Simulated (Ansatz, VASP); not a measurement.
## NaF: VASP beside Ansatz

```
CELL_PARAMETERS angstrom
0.00000 2.29724 2.29724
2.29724 0.00000 2.29724
2.29724 2.29724 0.00000
ATOMIC_POSITIONS crystal
Na 0.00000 0.00000 0.00000
F 0.50000 0.50000 0.50000
```

Alike in both runs: task single point; functional r2SCANh; k mesh 6 × 6 × 6; no spin polarisation.

```csv
,VASP,Ansatz
version,VASP 6.6.1,Ansatz 0.2.0
potentials or method,"VASP PAW PBE potentials, release 64 (Na_pv, F)","plane waves, PAW"
plane-wave cutoff (eV),520,500
occupations,"gaussian, width 0.01 eV",fixed
valence electrons in the cell,14,16
```

```tsv
	VASP	Ansatz	Ansatz less VASP
gap on the k mesh at the Fermi level (eV)	8.36	8.33	-0.032
pressure (GPa)	-1.1	-0.4	+0.69
```

VASP's potentials were made for PBE, not for r2SCANh. VASP's potentials hold 14 valence electrons a cell and Ansatz's 16, so a difference there can come from the potentials and not from the codes. Ansatz's warnings: stress exchange threshold loose, stress scf threshold loose.
